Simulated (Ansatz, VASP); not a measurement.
# SrTiO3 in VASP and in Ansatz

```xyz
5
Lattice="3.9364 0.0000 0.0000 0.0000 3.9364 0.0000 0.0000 0.0000 3.9364" Properties=species:S:1:pos:R:3 pbc="T T T"
Sr    0.0000    0.0000    0.0000
Ti    1.9682    1.9682    1.9682
O     1.9682    0.0000    1.9682
O     1.9682    1.9682    0.0000
O     0.0000    1.9682    1.9682
```

Alike in both runs: functional PBE; k mesh 6 × 6 × 6; occupations gaussian, width 0.02 eV; no spin polarisation.

Ansatz relaxed the structure, and its values are those at the end. VASP's run is a single point on that final structure, the one shown.

```csv
,VASP,Ansatz
version,VASP 6.6.1,Ansatz 0.2.0
potentials or method,"VASP PAW PBE potentials, release 64 (Sr_sv, Ti_sv, O), cutoff 520 eV","scalar-relativistic, plane waves, PAW"
valence electrons in the cell,40,40
```

Ansatz gave:

| Item | Value |
| --- | --- |
| gap on the k mesh at the Fermi level (eV) | 1.84 |
| least direct gap on the mesh (eV) | 2.20 |
| pressure (GPa) | 0.0 |

Q: Estimate VASP's values.

A: gap on the k mesh at the Fermi level (eV): 1.81; least direct gap on the mesh (eV): 2.18; pressure (GPa): 0.6.
